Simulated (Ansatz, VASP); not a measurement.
## Two plane-wave programs on Pt

The input POSCAR:

```
Pt
1.0
   -1.6317466000      1.6317466000      1.5842200000
    1.6317466000     -1.6317466000      1.5842200000
    1.6317466000      1.6317466000     -1.5842200000
Pt
1
Direct
    0.0000000000      0.0000000000      0.0000000000
```

File INCAR.step1:

```
SYSTEM = Pt
PREC = Accurate ; ENCUT = 520
ISMEAR = 0 ; SIGMA = 0.15
LREAL = .FALSE. ; LASPH = .TRUE.
NELM = 100 ; NBANDS = 11
GGA = PE ; ALGO = Normal
EDIFF = 1E-4 ; LWAVE = .TRUE.
LCHARG = .FALSE.
```

INCAR.step2

```
SYSTEM = Pt
PREC = Accurate ; ENCUT = 520
EDIFF = 1E-6 ; ISMEAR = 0
SIGMA = 0.15 ; LREAL = .FALSE.
LASPH = .TRUE. ; NELM = 100
ALGO = Normal ; ISIF = 2
LWAVE = .FALSE. ; LCHARG = .FALSE.
METAGGA = R2SCAN ; LMIXTAU = .TRUE.
NBANDS = 11 ; ISTART = 1
```

File KPOINTS:

```
regular mesh
0
G
  22 22 22
  0 0 0
```

Input for Ansatz:

```yaml
crystal:
  lattice:
    - [-1.6317466, 1.6317466, 1.58422]
    - [1.6317466, -1.6317466, 1.58422]
    - [1.6317466, 1.6317466, -1.58422]
  atoms:
    - { symbol: Pt, position: [0.0, 0.0, 0.0] }
basis:
  ecutwfc: 500
kpoints:
  mp_grid: { grid: [22, 22, 22] }
hamiltonian:
  xc: r2scan
scf:
  occupations: { method: gaussian, width: 0.15 }
output:
  forces: true
  stress: true
  eigenvalues: true
```

Change from the starting cell: strain +0.030 along x and y, +0.000 along z, atoms carried along.

Alike in both runs: task single point; functional r2SCAN; k mesh 22 × 22 × 22; occupations gaussian, width 0.15 eV; no spin polarisation.

```csv
,VASP,Ansatz
version,VASP 6.6.1,Ansatz 0.2.0
potentials or method,"VASP PAW PBE potentials, release 64 (Pt), cutoff 520 eV","scalar-relativistic, plane waves, PAW"
valence electrons in the cell,10,18
```

Ansatz gave:

- gap on the k mesh at the Fermi level (eV): none
- pressure (GPa): -17.7
- traceless stress, the component that is largest in VASP (GPa): -1.55

Task: Which values does VASP return?

Result: gap on the k mesh at the Fermi level (eV): none; pressure (GPa): -17.4; traceless stress, the component that is largest in VASP (GPa): -1.56.

VASP's potentials were made for PBE, not for r2SCAN. A gap of «none» marks a metal or a gap that the smearing closes. VASP's potentials hold 10 valence electrons a cell and Ansatz's 18, so a difference there can come from the potentials and not from the codes.

Neither program's run includes spin-orbit coupling.
